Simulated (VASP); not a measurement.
Wanted: the native input for a VASP 6.6.1 run.

| Quantity | Value |
| --- | --- |
| Task | single point |
| Functional | PBE |
| Potentials or basis | VASP PAW PBE potentials, release 64 (Zn, Se) |
| Cutoff | 520 eV |
| k mesh | 2 × 2 × 2 |
| Occupations | gaussian, width 0.01 eV |
| Spin | no spin polarisation |
| Dipole correction | no |
| Further INCAR settings | LREAL = Auto; ALGO = Normal; EDIFF = 1e-06; NBANDS = 86 |

The structure of ZnSe lies in POSCAR:

```
ZnSe
1.0
    0.0000000000      5.7317610682     -5.7317610682
    5.7317610682      5.7317610682      0.0000000000
    5.7317610682      0.0000000000     -5.7317610682
Zn Se
8 8
Direct
    0.5000000000      0.5000000000      0.0000000000
    0.5000000000      0.0000000000      0.0000000000
    1.0000000000      0.5000000000      0.0000000000
    1.0000000000      0.0000000000      0.0000000000
    0.5000000000      0.5000000000      0.5000000000
    0.5000000000      0.0000000000      0.5000000000
    1.0000000000      0.5000000000      0.5000000000
    1.0000000000      0.0000000000      0.5000000000
    0.3750000000      0.3750000000      0.3750000000
    0.3750000000      0.8750000000      0.3750000000
    0.8750000000      0.3750000000      0.3750000000
    0.8750000000      0.8750000000      0.3750000000
    0.3750000000      0.3750000000      0.8750000000
    0.3750000000      0.8750000000      0.8750000000
    0.8750000000      0.3750000000      0.8750000000
    0.8750000000      0.8750000000      0.8750000000
```

These files were run (other wordings do the same):

INCAR

```
PREC = Accurate
ENCUT = 520
EDIFF = 1E-6
ISMEAR = 0
SIGMA = 0.01
LREAL = Auto
LASPH = True
NELM = 100
ALGO = Normal
ISIF = 2
LWAVE = False
LCHARG = True
GGA = PE
LELF = True
LVHAR = True
NBANDS = 86
```

KPOINTS

```
Automatic mesh
0
Gamma
  2 2 2
```

Potentials or basis: VASP PAW PBE potentials, release 64 (Zn, Se).

The run is started by

```sh
$ cat potpaw_PBE.64/Zn/POTCAR potpaw_PBE.64/Se/POTCAR > POTCAR
$ mpirun -np 1 vasp_std > vasp.out
```

Results of the run:

The pressure is 0.5 GPa and the band gap on the k mesh is 1.14 eV.

Caveat: the k points lie up to 0.47 Å⁻¹ apart.

Run time: 100 s on 1 thread of Intel(R) Xeon(R) 6975P-C (Granite Rapids), with other jobs on the host, peak memory 0.49 GiB.
